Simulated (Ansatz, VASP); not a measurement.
## AlN: VASP beside Ansatz

Contents of INCAR:

```
SYSTEM = AlN
ALGO = Normal ; EDIFF = 1E-8
ENCUT = 520 ; GGA = PS
ISIF = 2 ; ISMEAR = -1
LASPH = .True. ; LCHARG = .False.
LEFG = .True. ; LREAL = .False.
LWAVE = .False. ; NBANDS = 16
NELM = 80 ; PREC = Accurate
SIGMA = 0.02
```

Contents of KPOINTS:

```
k-points
0
Gamma
  11 11 6
  0 0 0
```

Contents of POSCAR:

```
AlN
1.0
    3.1110021516     -0.0155550108     -0.0155550108
   -1.5689721103      2.7019843999     -0.0056935291
   -0.0248900000     -0.0248900000      4.9780000000
Al N
2 2
Direct
    0.3333333333      0.6666666667      0.0000000000
    0.6666666667      0.3333333333      0.5000000000
    0.3333333333      0.6666666667      0.3850000000
    0.6666666667      0.3333333333      0.8850000000
```

Input for Ansatz:

```yaml
crystal:
  lattice:
    - [3.1110021516, -0.0155550108, -0.0155550108]
    - [-1.5689721103, 2.7019843999, -0.0056935291]
    - [-0.02489, -0.02489, 4.978]
  atoms:
    - { symbol: Al, position: [0.3333333333, 0.6666666667, 0.0] }
    - { symbol: Al, position: [0.6666666667, 0.3333333333, 0.5] }
    - { symbol: "N", position: [0.3333333333, 0.6666666667, 0.385] }
    - { symbol: "N", position: [0.6666666667, 0.3333333333, 0.885] }
kpoints:
  mp_grid: { grid: [11, 11, 6] }
scf:
  occupations: { method: fermi_dirac, width: 0.02 }
hamiltonian:
  xc: pbesol
  pseudopotentials: { kind: all_electron, datasets: crystal }
output:
  forces: true
  stress: true
  eigenvalues: true
  efg: { contact_densities: true }
```

Change from the starting cell: equal xy, yz and zx shear strains of -1 %, crystal datasets.

Alike in both runs: task electric field gradients; functional PBEsol; k mesh 11 × 11 × 6; occupations fermi-dirac, width 0.02 eV; no spin polarisation.

```csv
,VASP,Ansatz
version,VASP 6.6.1,Ansatz 0.2.0
potentials or method,"VASP PAW PBE potentials, release 64 (Al, N), cutoff 520 eV","all-electron PAW with datasets made for the crystal, scalar-relativistic"
```

Ansatz gave:

* gap on the k mesh at the Fermi level (eV): 4.08
* pressure (GPa): 0.5
* traceless stress, the component that is largest in VASP (GPa): 1.77
* rms of the force components (eV/Å): 0.129
* size of Vzz on the site where it differs most (V/Å²): 8.3

Estimate VASP's values.

gap on the k mesh at the Fermi level (eV): 4.08; pressure (GPa): 0.6; traceless stress, the component that is largest in VASP (GPa): 1.80; rms of the force components (eV/Å): 0.130; size of Vzz on the site where it differs most (V/Å²): 8.6.

VASP's potentials were made for PBE, not for PBEsol. Atom by atom the forces differ by 0.001 eV/Å (rms over components). Ansatz ran all-electron here, and VASP with PAW potentials.
